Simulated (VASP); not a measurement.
**TiC (d.b): single point with PBE+D3(BJ)**

Crystal: TiC (d.b).

```xyz
2
Lattice="0.0000 2.1454 2.1454 2.1454 0.0000 2.1454 2.1454 2.1454 0.0000" Properties=species:S:1:pos:R:3 pbc="T T T"
Ti    0.0000    0.0000    0.0000
C     2.1454    2.1454    2.1454
```

```
Program             : VASP 6.6.1
Task                : single point
Functional          : PBE
Dispersion          : D3(BJ)
Potentials or basis : VASP PAW PBE potentials, release 64 (Ti_sv, C)
Cutoff              : 600 eV
k mesh              : 16 × 16 × 16
Occupations         : gaussian, width 0.1 eV
Spin                : no spin polarisation
```

```json
{"Pressure": "0.2 GPa", "Band gap on the k mesh": "zero (band 8 reaches 10.45 eV, above the bottom of band 9 at 9.34 eV)", "Dispersion energy per atom": "-0.459 eV"}
```

Levels at points of the mesh, in eV from the Fermi level:
| k point | band 5 | band 6 | band 7 | band 8 | band 9 | band 10 | band 11 | band 12 |
| --- | --- | --- | --- | --- | --- | --- | --- | --- |
| (0.00, 0.00, 0.00) | -12.52 | 0.71 | 0.71 | 0.71 | 1.72 | 1.72 | 1.72 | 1.78 |
| (0.50, 0.00, 0.00) | -8.91 | -5.96 | -2.98 | -2.98 | 3.03 | 3.03 | 4.27 | 8.38 |
| (0.50, 0.50, 0.00) | -10.22 | -3.44 | -1.69 | -0.01 | -0.01 | 2.82 | 3.66 | 3.66 |

Run time: 34 s on 1 thread of Intel Xeon 6975P-C (shared host), peak memory 0.19 GiB.

Caveat: pairwise dispersion overbinds metals, which lowers pressure and volume.
